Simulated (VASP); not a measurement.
Set up this calculation in VASP 6.6.1, as the native input.

```
Task                   : single point
Functional             : PBE
Potentials or basis    : VASP PAW PBE potentials, release 64 (Te)
Cutoff                 : 500 eV
k mesh                 : 11 × 11 × 11
Occupations            : fermi-dirac, width 0.03 eV
Spin                   : no spin polarisation
Dipole correction      : no
Further INCAR settings : ALGO = Normal; EDIFF = 1e-06; NBANDS = 9
```

The structure of Te lies in POSCAR:

```
Te
1.0
    3.2000451679      0.0000000000      0.0000000000
    0.0000000000      3.2000451679      0.0000000000
    0.0000000000      0.0000000000      3.2000451679
Te
1
Direct
    0.0000000000      0.0000000000      0.0000000000
```

This isn't the form of Te at room conditions, which is trigonal, of chains.

The input as run:

INCAR

```
  PREC = Accurate
  ENCUT = 500
  EDIFF = 1E-6
  ISMEAR = -1
  SIGMA = 0.03
  LREAL = False
  LASPH = True
  NELM = 120
  ALGO = Normal
  ISIF = 2
  LWAVE = False
  LCHARG = False
  GGA = PE
  NBANDS = 9
  GGA_COMPAT = False
```

KPOINTS

```
regular mesh
0
Gamma
  11 11 11
```

Potentials or basis: VASP PAW PBE potentials, release 64 (Te).

Launch:

```sh
$ cat potpaw_PBE.64/Te/POTCAR > POTCAR
$ mpirun -np 1 vasp_std > vasp.out
```

It gave:

| Property | Result |
| --- | --- |
| Pressure | 0.0 GPa |
| Band gap on the k mesh | zero (bands 3 and 4 overlap by 5.37 eV) |

Caveat: spin-orbit coupling is left out, which moves the levels of the heavy elements.

Wall time 13 s on 1 thread of Intel Xeon 8259CL, with other jobs on the host, peak memory 0.11 GiB.
